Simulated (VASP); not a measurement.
# NaH (I-4m2) in VASP: further runs, part 2 of 2

VASP 6.6.1. The steps go on from the part before.

**3. Single point, r2SCAN (epitaxial xy strain +1.0%)**

The input, POSCAR:

```
NaH
1.0
    0.0000000000      2.6228902666      2.5542353627
    2.6228902666      0.0000000000      2.5542353627
    2.6228902666      2.6228902666      0.0000000000
Na H
1 1
Direct
    0.0000000000      0.0000000000      0.0000000000
    0.2500000000      0.2500000000      0.2500000000
```

The input, INCAR.step1:

```
PREC = Accurate
ENCUT = 520
ISMEAR = 0
SIGMA = 0.01
LREAL = False
LASPH = True
NELM = 80
NBANDS = 11
GGA = PE
ALGO = Normal
EDIFF = 1E-4
LWAVE = True
LCHARG = False
```

The input, INCAR.step2:

```
PREC = Accurate
ENCUT = 520
EDIFF = 1E-6
ISMEAR = 0
SIGMA = 0.01
LREAL = False
LASPH = True
NELM = 80
ALGO = Normal
ISIF = 2
LWAVE = False
LCHARG = True
METAGGA = R2SCAN
LMIXTAU = True
LELF = True
LVHAR = True
NBANDS = 11
ISTART = 1
```

The input, KPOINTS:

```
Automatic mesh
0
Gamma
  8 8 8
```

Potentials or basis: VASP PAW PBE potentials, release 64 (Na_pv, H).

The run is started by

```sh
$ cat potpaw_PBE.64/Na_pv/POTCAR potpaw_PBE.64/H/POTCAR > POTCAR
$ cp INCAR.step1 INCAR
$ mpirun -np 1 vasp_std > vasp.out
$ cp INCAR.step2 INCAR
$ mpirun -np 1 vasp_std > vasp.out
```

OUTCAR:

```text
PREC = Accurate
   ENCUT = 520
   EDIFF = 1E-6
   ISMEAR = 0
   LREAL = False
   LASPH = True
   NELM = 80
   ISIF = 2
   METAGGA = R2SCAN
   ISTART = 1

 ion  position               nearest neighbor table
   1  0.000  0.000  0.000-
   2  0.250  0.250  0.250-

  LATTYP: Found a body centered tetragonal cell.
 ALAT       =     3.7093269876
 C/A-ratio  =     1.3771961174

  Lattice vectors:

 A1 = (   0.0000000000,  -2.6228902666,  -2.5542353627)
 A2 = (   0.0000000000,   2.6228902666,  -2.5542353627)
 A3 = (   2.6228902666,   0.0000000000,   2.5542353627)

Analysis of symmetry for initial positions (statically):
=====================================================================
 Subroutine PRICEL returns:
 Original cell was already a primitive cell.

 Routine SETGRP: Setting up the symmetry group for a
 body centered tetragonal supercell.

 Subroutine GETGRP returns: Found  8 space group operations
 (whereof  8 operations were pure point group operations)
 out of a pool of 16 trial point group operations.

The static configuration has the point symmetry D_2d.

Analysis of symmetry for dynamics (positions and initial velocities):
=====================================================================
 Subroutine PRICEL returns:
 Original cell was already a primitive cell.

 Routine SETGRP: Setting up the symmetry group for a
 body centered tetragonal supercell.

 Subroutine GETGRP returns: Found  8 space group operations
 (whereof  8 operations were pure point group operations)
 out of a pool of 16 trial point group operations.

The dynamic configuration has the point symmetry D_2d.

 Subroutine INISYM returns: Found  8 space group operations
 (whereof  8 operations are pure point group operations),
 and found     1 'primitive' translations

----------------------------------------------------------------------------------------

                                     Primitive cell

  volume of cell :      35.1440

  direct lattice vectors                    reciprocal lattice vectors
     0.000000000  2.622890267  2.554235363    -0.190629401  0.190629401  0.195753300
     2.622890267  0.000000000  2.554235363     0.190629401 -0.190629401  0.195753300
     2.622890267  2.622890267  0.000000000     0.190629401  0.190629401 -0.195753300

  length of vectors
     3.661102517  3.661102517  3.709326988     0.333164361  0.333164361  0.333164361

  position of ions in fractional coordinates (direct lattice)
     0.000000000  0.000000000  0.000000000
     0.250000000  0.250000000  0.250000000

  ion indices of the primitive-cell ions
   primitive index   ion index
                 1           1
                 2           2

----------------------------------------------------------------------------------------

 KPOINTS: Automatic mesh

Automatic generation of k-mesh.
 Grid dimensions read from file:
 generate k-points for:    8    8    8

 Generating k-lattice:

  Cartesian coordinates                     Fractional coordinates (reciprocal lattice)
    -0.023828675  0.023828675  0.024469162     0.125000000  0.000000000  0.000000000
     0.023828675 -0.023828675  0.024469162     0.000000000  0.125000000  0.000000000
     0.023828675  0.023828675 -0.024469162     0.000000000  0.000000000  0.125000000

  Length of vectors
     0.041645545  0.041645545  0.041645545

  Shift w.r.t. Gamma in fractional coordinates (k-lattice)
     0.000000000  0.000000000  0.000000000

 Subroutine IBZKPT returns following result:
 ===========================================

 Found     59 irreducible k-points:

 Following reciprocal coordinates:
            Coordinates               Weight
  0.000000  0.000000  0.000000      1.000000
  0.125000 -0.000000  0.000000      8.000000
  0.250000 -0.000000  0.000000      8.000000
  0.375000  0.000000  0.000000      8.000000
  0.500000 -0.000000  0.000000      4.000000
  0.125000  0.125000  0.000000      2.000000
[... 16 lines left out ...]
  0.250000 -0.000000  0.125000     16.000000
  0.375000 -0.000000  0.125000     16.000000
 [... further k-points ...]
   k-points           NKPTS =     59   k-points in BZ     NKDIM =     59   number of bands    NBANDS=     11
   number of dos      NEDOS =    301   number of ions     NIONS =      2
   total plane-waves  NPLWV =  21952
   dimension x,y,z NGX =    28 NGY =   28 NGZ =   28
   dimension x,y,z NGXF=    56 NGYF=   56 NGZF=   56
   ions per type =               1   1
   NGX,Y,Z   is equivalent  to a cutoff of  12.71, 12.71, 12.55 a.u.
   NGXF,Y,Z  is equivalent  to a cutoff of  25.43, 25.43, 25.10 a.u.
 SYSTEM =  unknown system
   PREC   = accura    normal or accurate (medium, high low for compatibility)
   ISTART =      1    job   : 0-new  1-cont  2-samecut
   ICHARG =      0    charge: 1-file 2-atom 10-const
   ISPIN  =      1    spin polarized calculation?
   LNONCOLLINEAR =      F non collinear calculations
   LSORBIT =      F    spin-orbit coupling
   LASPH  =      T    aspherical Exc in radial PAW
   ENCUT  =  520.0 eV  38.22 Ry    6.18 a.u.   6.81  6.81  6.90*2*pi/ulx,y,z
   NELM   =     80;   NELMIN=  2; NELMDL=  0     # of ELM steps
   EDIFF  = 0.1E-05   stopping-criterion for ELM
   LREAL  =      F    real-space projection
   EDIFFG = 0.1E-04   stopping-criterion for IOM
   NSW    =      0    number of steps for IOM
   IBRION =     -1    ionic relax: 0-MD 1-quasi-New 2-CG
   NFREE  =      0    steps in history (QN), initial steepest desc. (CG)
   ISIF   =      2    stress and relaxation
   ISYM   =      2    0-nonsym 1-usesym 2-fastsym
   POTIM  = 0.5000    time-step for ionic-motion
   TEBEG  =    0.0;   TEEND  =   0.0 temperature during run
   PSTRESS=    0.0 pullay stress
   NELECT =       8.0000    total number of electrons
   NUPDOWN=      -1.0000    fix difference up-down
   EMIN   =  10.00;   EMAX   =-10.00  energy-range for DOS
   EFERMI =   0.00;   METHOD = LEGACY
   ISMEAR =     0;   SIGMA  =   0.01  broadening in eV -4-tet -1-fermi 0-gaus
   EFERMI_NEDOS =   21; number of points for ismear=-14 and -15
   IALGO  =     38    algorithm
   IMIX   =      4    mixing-type and parameters
     AMIX     =   0.40;   BMIX     =  1.00
     AMIX_MAG =   1.60;   BMIX_MAG =  1.00
  volume/ion in A,a.u.               =      17.57       118.58
  Fermi-wavevector in a.u.,A,eV,Ry     =   0.999588  1.888948 13.594622  0.999177
  Thomas-Fermi vector in A             =   2.131888
   LORBIT       =      0    0 simple, 1 ext, 2 COOP (PROOUT), +10 PAW based schemes
   METAGGA = R2SCAN    functional components
   LHFCALC =     F    Hartree Fock is set to
   AEXX    =    0.0000 exact exchange contribution
   IVDW    =     0    specifies the selected vdW correction
   LEPSILON=     F    determine dielectric tensor
   LRPA    =     F    only Hartree local field effects (RPA)
 non-spin polarized calculation
 Gauss-broadening in eV      SIGMA  =   0.01
  energy-cutoff  :      520.00
  volume of cell :       35.14
 maximum number of plane-waves:       966
   NGX = 13   NGY = 13   NGZ = 13

 number of electron       8.0000008 magnetization

 Free energy of the ion-electron system (eV)
  ---------------------------------------------------
  ext. energy  EPLUGINS =         0.00000000
  ---------------------------------------------------
  free energy    TOTEN  =        -7.45942728 eV

  energy without entropy =       -7.45942728  energy(sigma->0) =       -7.45942728

 E-fermi :  -2.0911     XC(G=0):  -7.2010

 val. band max:       -2.2012181289   @ k =  -0.3750   0.5000   0.1250
 cond. band min:       1.8293971959   @ k =   0.5000  -0.0000   0.0000
 fundamental gap:      4.0306153247
 Fermi energy:        -2.0911252167

 k-point     1 :       0.0000    0.0000    0.0000
  band No.  band energies     occupation
      1     -25.0077      2.00000
      2     -25.0034      2.00000
      3     -25.0031      2.00000
      4      -5.0057      2.00000
      5       6.6100      0.00000
      6      11.5612      0.00000
      7      11.5612      0.00000
      8      11.6120      0.00000
      9      14.8634      0.00000
     10      14.8636      0.00000
     11      14.8818      0.00000
[... 309 lines left out ...]
 k-point    24 :       0.3750   -0.0000    0.1250
  band No.  band energies     occupation
      1     -25.0382      2.00000
      2     -25.0131      2.00000
      3     -25.0108      2.00000
      4      -3.4927      2.00000
      5       3.2098      0.00000
      6       8.3572      0.00000
      7       9.8856      0.00000
      8      11.0152      0.00000
      9      13.3638      0.00000
     10      15.2807      0.00000
     11      16.1617      0.00000

 [... further k-points ...]

------------------------ aborting loop because EDIFF is reached ----------------------------------------

  FORCE on cell =-STRESS in cart. coord.  units (eV):
  Direction    XX          YY          ZZ          XY          YZ          ZX
  --------------------------------------------------------------------------------------
  -------------------------------------------------------------------------------------
  Total       -0.0505166     -0.0505166     -0.0368357      0.0000000      0.0000000     -0.0000000
  in kB       -2.3029980     -2.3029980     -1.6793012      0.0000000      0.0000000     -0.0000000
  external PRESSURE =      -2.0950991 kB  Pullay stress =       0.0000000 kB

 VOLUME and BASIS-vectors are now :
 -----------------------------------------------------------------------------
  energy-cutoff  :      520.00
  volume of cell :       35.14
      direct lattice vectors                 reciprocal lattice vectors
     0.000000000  2.622890267  2.554235363    -0.190629401  0.190629401  0.195753300
     2.622890267  0.000000000  2.554235363     0.190629401 -0.190629401  0.195753300
     2.622890267  2.622890267  0.000000000     0.190629401  0.190629401 -0.195753300

 POSITION                                       TOTAL-FORCE (eV/Angst)
 -----------------------------------------------------------------------------------
      0.00000      0.00000      0.00000         0.000000      0.000000      0.000000
      1.31145      1.31145      1.27712        -0.000000     -0.000000     -0.000000
 -----------------------------------------------------------------------------------
    total drift:                                0.000001      0.000001      0.000003

  FREE ENERGIE OF THE ION-ELECTRON SYSTEM (eV)
  ---------------------------------------------------
  free  energy   TOTEN  =        -7.4594272769 eV

  energy  without entropy=       -7.4594272769  energy(sigma->0) =       -7.45942728
```

OSZICAR.step1:

```text
N       E                     dE             d eps       ncg     rms          rms(c)
DAV:   1     0.325699973350E+02    0.32570E+02   -0.44167E+03  1298   0.697E+02
DAV:   2    -0.425824251268E+01   -0.36828E+02   -0.36371E+02  1331   0.172E+02
DAV:   3    -0.552571190767E+01   -0.12675E+01   -0.12659E+01  1563   0.318E+01
DAV:   4    -0.553579277301E+01   -0.10081E-01   -0.10079E-01  1496   0.296E+00
DAV:   5    -0.553590909325E+01   -0.11632E-03   -0.11632E-03  1486   0.323E-01    0.353E+00
DAV:   6    -0.508468433314E+01    0.45122E+00   -0.48629E-01  1699   0.259E+00    0.158E+00
DAV:   7    -0.497789184779E+01    0.10679E+00   -0.44787E-01  1519   0.209E+00    0.415E-01
DAV:   8    -0.498975516652E+01   -0.11863E-01   -0.22798E-02  1352   0.101E+00    0.103E-01
DAV:   9    -0.498987410025E+01   -0.11893E-03   -0.24808E-03  1492   0.382E-01    0.236E-02
DAV:  10    -0.498987036643E+01    0.37338E-05   -0.11118E-04  1424   0.838E-02
   1 F= -.49898704E+01 E0= -.49898704E+01  d E =-.129152E-53
```

It took 47 s on 1 thread of Intel Xeon Platinum 8488C (Sapphire Rapids), shared host; peak memory 0.16 GiB.

What came out:

```yaml
Free_energy: -7.4594 eV
Pressure: -0.2 GPa
Band_gap_on_the_k_mesh: 4.03 eV (least direct gap 4.74 eV)
```

Caveat: the cell differs from its parent crystal (epitaxial xy strain +1.0%); the structure was generated, so it needn't be the stable form of NaH; the PAW data sets were made with another functional, which shifts forces and pressure a little. A k mesh can miss the band edges.
